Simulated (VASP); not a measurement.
# BN in VASP: further runs

The runs below take BN through relaxation of cell and atoms, single point, with PBE.

Everything below comes from runs of VASP 6.6.1. Logs are shortened: lines on timing, memory, paths and dates and some standing lists are left out, and cuts for length are marked.

## (1) The cell of the first run

It takes space group F-43m (No. 216, cubic). The conventional cell has a = 3.625 Å, b = 3.625 Å, c = 3.625 Å, α = 90.00°, β = 90.00°, γ = 90.00°. B (site symmetry -43m) has 4 N at 1.57 Å within 2.1 Å. N (site symmetry -43m) has 4 B at 1.57 Å within 2.1 Å.

## (2) Relaxation of cell and atoms, PBE

Contents of INCAR:

```
SYSTEM = BN
ALGO = Normal
EDIFF = 1E-7
EDIFFG = -0.001
ENCUT = 600
GGA = PE
GGA_COMPAT = .False.
IBRION = 2
ISIF = 3
ISMEAR = 0
LASPH = .True.
LCHARG = .False.
LREAL = .False.
LWAVE = .False.
NELM = 120
NELMIN = 4
NSW = 80
PREC = Accurate
SIGMA = 0.01
```

Contents of KPOINTS:

```
k-points
0
Gamma
  12 12 12
  0 0 0
```

Contents of POSCAR:

```
BN
1.0
    0.0000000000      1.8123308055      1.8123308055
    1.8123308055      0.0000000000      1.8123308055
    1.8123308055      1.8123308055      0.0000000000
B N
1 1
Direct
    0.0000000000      0.0000000000      0.0000000000
    0.7500000000      0.7500000000      0.7500000000
```

Potentials or basis: VASP PAW PBE potentials, release 64 (B, N).

On the command line:

```console
cat potpaw_PBE.64/B/POTCAR potpaw_PBE.64/N/POTCAR > POTCAR
mpirun -np 1 vasp_std > vasp.out
```

OUTCAR:

```text
SYSTEM = BN
   EDIFF = 1E-7
   EDIFFG = -0.001
   ENCUT = 600
   GGA = PE
   IBRION = 2
   ISIF = 3
   ISMEAR = 0
   LASPH = .True.
   LREAL = .False.
   NELM = 120
   NELMIN = 4
   NSW = 80
   PREC = Accurate

 ion  position               nearest neighbor table
   1  0.000  0.000  0.000-   2 1.57   2 1.57   2 1.57   2 1.57
   2  0.750  0.750  0.750-   1 1.57   1 1.57   1 1.57   1 1.57

  LATTYP: Found a face centered cubic cell.
 ALAT       =     3.6246616110

  Lattice vectors:

 A1 = (   0.0000000000,   1.8123308055,   1.8123308055)
 A2 = (   1.8123308055,   0.0000000000,   1.8123308055)
 A3 = (   1.8123308055,   1.8123308055,   0.0000000000)

Analysis of symmetry for initial positions (statically):
=====================================================================
 Subroutine PRICEL returns:
 Original cell was already a primitive cell.

 Routine SETGRP: Setting up the symmetry group for a
 face centered cubic supercell.

 Subroutine GETGRP returns: Found 24 space group operations
 (whereof 24 operations were pure point group operations)
 out of a pool of 48 trial point group operations.

The static configuration has the point symmetry T_d .

Analysis of symmetry for dynamics (positions and initial velocities):
=====================================================================
 Subroutine PRICEL returns:
 Original cell was already a primitive cell.

 Routine SETGRP: Setting up the symmetry group for a
 face centered cubic supercell.

 Subroutine GETGRP returns: Found 24 space group operations
 (whereof 24 operations were pure point group operations)
 out of a pool of 48 trial point group operations.

The dynamic configuration has the point symmetry T_d .

 Subroutine INISYM returns: Found 24 space group operations
 (whereof 24 operations are pure point group operations),
 and found     1 'primitive' translations

----------------------------------------------------------------------------------------

                                     Primitive cell

  volume of cell :      11.9054

  direct lattice vectors                    reciprocal lattice vectors
     0.000000000  1.812330806  1.812330806    -0.275887823  0.275887823  0.275887823
     1.812330806  0.000000000  1.812330806     0.275887823 -0.275887823  0.275887823
     1.812330806  1.812330806  0.000000000     0.275887823  0.275887823 -0.275887823

  length of vectors
     2.563022805  2.563022805  2.563022805     0.477851726  0.477851726  0.477851726

  position of ions in fractional coordinates (direct lattice)
     0.000000000  0.000000000  0.000000000
     0.750000000  0.750000000  0.750000000

  ion indices of the primitive-cell ions
   primitive index   ion index
                 1           1
                 2           2

----------------------------------------------------------------------------------------

 KPOINTS: k-points

Automatic generation of k-mesh.
 Grid dimensions read from file:
 generate k-points for:   12   12   12

 Generating k-lattice:

  Cartesian coordinates                     Fractional coordinates (reciprocal lattice)
    -0.022990652  0.022990652  0.022990652     0.083333333  0.000000000  0.000000000
     0.022990652 -0.022990652  0.022990652     0.000000000  0.083333333  0.000000000
     0.022990652  0.022990652 -0.022990652     0.000000000  0.000000000  0.083333333

  Length of vectors
     0.039820977  0.039820977  0.039820977

  Shift w.r.t. Gamma in fractional coordinates (k-lattice)
     0.000000000  0.000000000  0.000000000

 Subroutine IBZKPT returns following result:
 ===========================================

 Found     72 irreducible k-points:

 Following reciprocal coordinates:
            Coordinates               Weight
  0.000000  0.000000  0.000000      1.000000
  0.083333  0.000000  0.000000      8.000000
  0.166667  0.000000  0.000000      8.000000
  0.250000  0.000000  0.000000      8.000000
  0.333333  0.000000  0.000000      8.000000
  0.416667  0.000000  0.000000      8.000000
[... 16 lines left out ...]
  0.500000  0.166667  0.000000     24.000000
 -0.416667  0.166667  0.000000     24.000000
 [... further k-points ...]
   k-points           NKPTS =     72   k-points in BZ     NKDIM =     72   number of bands    NBANDS=      8
   number of dos      NEDOS =    301   number of ions     NIONS =      2
   total plane-waves  NPLWV =   8000
   dimension x,y,z NGX =    20 NGY =   20 NGZ =   20
   dimension x,y,z NGXF=    40 NGYF=   40 NGZF=   40
   ions per type =               1   1
   NGX,Y,Z   is equivalent  to a cutoff of  12.97, 12.97, 12.97 a.u.
   NGXF,Y,Z  is equivalent  to a cutoff of  25.95, 25.95, 25.95 a.u.
 SYSTEM =  BN
   PREC   = accura    normal or accurate (medium, high low for compatibility)
   ISTART =      0    job   : 0-new  1-cont  2-samecut
   ICHARG =      2    charge: 1-file 2-atom 10-const
   ISPIN  =      1    spin polarized calculation?
   LNONCOLLINEAR =      F non collinear calculations
   LSORBIT =      F    spin-orbit coupling
   LASPH  =      T    aspherical Exc in radial PAW
   ENCUT  =  600.0 eV  44.10 Ry    6.64 a.u.   5.12  5.12  5.12*2*pi/ulx,y,z
   NELM   =    120;   NELMIN=  4; NELMDL= -5     # of ELM steps
   EDIFF  = 0.1E-06   stopping-criterion for ELM
   LREAL  =      F    real-space projection
   EDIFFG = -.1E-02   stopping-criterion for IOM
   NSW    =     80    number of steps for IOM
   IBRION =      2    ionic relax: 0-MD 1-quasi-New 2-CG
   NFREE  =      1    steps in history (QN), initial steepest desc. (CG)
   ISIF   =      3    stress and relaxation
   ISYM   =      2    0-nonsym 1-usesym 2-fastsym
   POTIM  = 0.5000    time-step for ionic-motion
   TEBEG  =    0.0;   TEEND  =   0.0 temperature during run
   PSTRESS=    0.0 pullay stress
   NELECT =       8.0000    total number of electrons
   NUPDOWN=      -1.0000    fix difference up-down
   EMIN   =  10.00;   EMAX   =-10.00  energy-range for DOS
   EFERMI =   0.00;   METHOD = LEGACY
   ISMEAR =     0;   SIGMA  =   0.01  broadening in eV -4-tet -1-fermi 0-gaus
   EFERMI_NEDOS =   21; number of points for ismear=-14 and -15
   IALGO  =     38    algorithm
   IMIX   =      4    mixing-type and parameters
     AMIX     =   0.40;   BMIX     =  1.00
     AMIX_MAG =   1.60;   BMIX_MAG =  1.00
  volume/ion in A,a.u.               =       5.95        40.17
  Fermi-wavevector in a.u.,A,eV,Ry     =   1.433917  2.709710 27.975184  2.056118
  Thomas-Fermi vector in A             =   2.553383
   LORBIT       =      0    0 simple, 1 ext, 2 COOP (PROOUT), +10 PAW based schemes
   GGA     = PE    functional components
   LHFCALC =     F    Hartree Fock is set to
   AEXX    =    0.0000 exact exchange contribution
   IVDW    =     0    specifies the selected vdW correction
   LEPSILON=     F    determine dielectric tensor
   LRPA    =     F    only Hartree local field effects (RPA)
 conjugate gradient relaxation of ions
 non-spin polarized calculation
 Gauss-broadening in eV      SIGMA  =   0.01
  energy-cutoff  :      600.00
  volume of cell :       11.91
 maximum number of plane-waves:       415
   NGX = 11   NGY = 11   NGZ = 11

--------------------------------------- Ionic step        1  -------------------------------------------

 number of electron       7.9999999 magnetization

 Free energy of the ion-electron system (eV)
  ---------------------------------------------------
  ext. energy  EPLUGINS =         0.00000000
  ---------------------------------------------------
  free energy    TOTEN  =       -17.45462959 eV

  energy without entropy =      -17.45462959  energy(sigma->0) =      -17.45462959

------------------------ aborting loop because EDIFF is reached ----------------------------------------

  FORCE on cell =-STRESS in cart. coord.  units (eV):
  Direction    XX          YY          ZZ          XY          YZ          ZX
  --------------------------------------------------------------------------------------
  -------------------------------------------------------------------------------------
  Total       -0.0025143     -0.0025143     -0.0025143      0.0000000      0.0000000      0.0000000
  in kB       -0.3383679     -0.3383679     -0.3383679      0.0000000      0.0000000      0.0000000
  external PRESSURE =      -0.3383679 kB  Pullay stress =       0.0000000 kB
[... 57 lines left out ...]
  energy  without entropy=      -17.4546296456  energy(sigma->0) =      -17.45462965

--------------------------------------- Ionic step        3  -------------------------------------------

 number of electron       7.9999999 magnetization

 Free energy of the ion-electron system (eV)
  ---------------------------------------------------
  ext. energy  EPLUGINS =         0.00000000
  ---------------------------------------------------
  free energy    TOTEN  =       -17.45462974 eV

  energy without entropy =      -17.45462974  energy(sigma->0) =      -17.45462974

 E-fermi :   7.4027     XC(G=0): -12.7831

 val. band max:        7.3053811973   @ k =   0.0000   0.0000   0.0000
 cond. band min:      11.7564621273   @ k =   0.5000   0.5000   0.0000
 fundamental gap:      4.4510809300
 Fermi energy:         7.4026843449

 k-point     1 :       0.0000    0.0000    0.0000
  band No.  band energies     occupation
      1     -12.8357      2.00000
      2       7.3054      2.00000
      3       7.3054      2.00000
      4       7.3054      2.00000
      5      16.0874      0.00000
      6      16.0874      0.00000
      7      16.0874      0.00000
      8      17.5269      0.00000
[... 243 lines left out ...]
 k-point    24 :      -0.4167    0.1667    0.0000
  band No.  band energies     occupation
      1      -8.2959      2.00000
      2      -2.6243      2.00000
      3       3.2089      2.00000
      4       4.7588      2.00000
      5      16.5785      0.00000
      6      19.4134      0.00000
      7      19.4888      0.00000
      8      22.8925      0.00000

 [... further k-points ...]
[... 5 lines left out ...]
  --------------------------------------------------------------------------------------
  -------------------------------------------------------------------------------------
  Total        0.0000894      0.0000894      0.0000894      0.0000000      0.0000000      0.0000000
  in kB        0.0120273      0.0120273      0.0120273      0.0000000      0.0000000      0.0000000
  external PRESSURE =       0.0120273 kB  Pullay stress =       0.0000000 kB
[... 17 lines left out ...]
  FREE ENERGIE OF THE ION-ELECTRON SYSTEM (eV)
  ---------------------------------------------------
  free  energy   TOTEN  =       -17.4546297399 eV

  energy  without entropy=      -17.4546297399  energy(sigma->0) =      -17.45462974

 reached required accuracy - stopping structural energy minimisation
```

It took 5.4 s on 1 thread of Intel Xeon 6975P-C (Granite Rapids), shared host; peak memory 0.12 GiB.

Results:

```yaml
Free_energy: -17.4546 eV
Energy_gained_by_relaxing: 0.0 meV/atom
Ionic_steps: 3
Pressure_after_relaxing: 0.0 GPa
Band_gap_on_the_k_mesh: 4.45 eV (least direct gap 8.78 eV)
```

Final structure:
```
B N
1.0
     0.00000    1.81228    1.81228
     1.81228    0.00000    1.81228
     1.81228    1.81228    0.00000
B N
1 1
Cartesian
  0.0000 0.0000 0.0000
  2.7184 2.7184 2.7184
```

Levels at points of the mesh, in eV from the valence-band top:
| k point | band 2 | band 3 | band 4 | band 5 | band 6 | band 7 |
| --- | --- | --- | --- | --- | --- | --- |
| (0.00, 0.00, 0.00) | 0.00 | 0.00 | 0.00 | 8.78 | 8.78 | 8.78 |
| (0.50, 0.00, 0.00) | -10.62 | -1.93 | -1.93 | 10.04 | 10.66 | 10.66 |
| (0.50, 0.50, 0.00) | -8.86 | -4.87 | -4.87 | 4.45 | 9.19 | 17.80 |

## (3) Single point, PBE

This run uses another cell than the first one: it holds 6 atoms, not 2.

Contents of INCAR:

```
SYSTEM = BN
ALGO = Normal
EDIFF = 1E-6
ENCUT = 600
GGA = PE
GGA_COMPAT = .FALSE.
ISIF = 2
ISMEAR = 0
LASPH = .TRUE.
LCHARG = .FALSE.
LREAL = .FALSE.
LWAVE = .FALSE.
NBANDS = 21
NELM = 120
PREC = Accurate
SIGMA = 0.1
```

Contents of KPOINTS:

```
k-points
0
G
  10 10 10
  0 0 0
```

Contents of POSCAR:

```
BN
1.0
   -1.2815328017      1.2815328017      5.4368108367
    1.2815328017     -1.2815328017      5.4368108367
    1.2815328017      1.2815328017     -5.4368108367
B N
3 3
Direct
    0.6666668197      0.6666668197      0.0000000000
    0.3333331803      0.3333331803      0.0000000000
    0.0000000000      0.0000000000      0.0000000000
    0.7500000000      0.2500000000      0.5000000000
    0.4166658094      0.9166658094      0.5000000000
    0.0833341906      0.5833341906      0.5000000000
```

Potentials or basis: VASP PAW PBE potentials, release 64 (B, N).

On the command line:

```console
cat potpaw_PBE.64/B/POTCAR potpaw_PBE.64/N/POTCAR > POTCAR
mpirun -np 1 vasp_std > vasp.out
```

It took 2.3 min on 1 thread of Intel Xeon 6975P-C (Granite Rapids), shared host; peak memory 0.33 GiB.

Results (log left out):

* Free energy: -52.3638 eV
* Pressure: 0.0 GPa
* Band gap on the k mesh: 4.45 eV

Levels at points of the mesh, in eV from the valence-band top:
| k point | band 9 | band 10 | band 11 | band 12 | band 13 | band 14 | band 15 | band 16 |
| --- | --- | --- | --- | --- | --- | --- | --- | --- |
| (0.00, 0.00, 0.00) | -4.00 | 0.00 | 0.00 | 0.00 | 5.68 | 5.68 | 8.78 | 8.78 |
| (0.50, 0.00, 0.00) | -2.04 | -2.04 | -1.93 | -1.93 | 9.86 | 9.86 | 10.04 | 10.66 |
| (0.50, 0.50, 0.00) | -6.10 | -6.10 | -4.86 | -4.86 | 4.45 | 7.74 | 7.74 | 9.19 |
| (0.50, 0.50, 0.50) | -1.73 | -1.73 | -1.73 | -1.73 | 4.45 | 7.72 | 7.72 | 9.19 |

A k mesh can miss the band edges.
